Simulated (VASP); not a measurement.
PtSe2, a sheet with vacuum:

```xyz
3
Lattice="3.7300 0.0000 0.0000 -1.8650 3.2303 0.0000 0.0000 0.0000 29.0400" Properties=species:S:1:pos:R:3 pbc="T T T"
Se    1.8650    1.0768    8.9919
Se    0.0000    2.1535   11.6281
Pt    0.0000    0.0000   10.3100
```

Base run:

```yaml
Program: VASP 6.6.1
Functional: PBE
Potentials_or_basis: VASP PAW PBE potentials, release 64 (Se, Pt)
Cutoff: 520 eV
k_mesh: 12 × 12 × 1
Occupations: gaussian, width 0.01 eV
Spin: no spin polarisation
```

Its results: band gap on the k mesh 1.38 eV (least direct gap 1.62 eV).

The run is repeated on the same cell with these changes: functional from PBE to LDA; potentials or basis from VASP PAW PBE potentials, release 64 (Se, Pt) to VASP PAW LDA potentials, release 64 (Se, Pt). What comes out?

Band gap on the k mesh 1.31 eV (least direct gap 1.55 eV).

Caveats: spin-orbit coupling is left out, which moves the levels of the heavy elements.

A k mesh can miss the band edges.
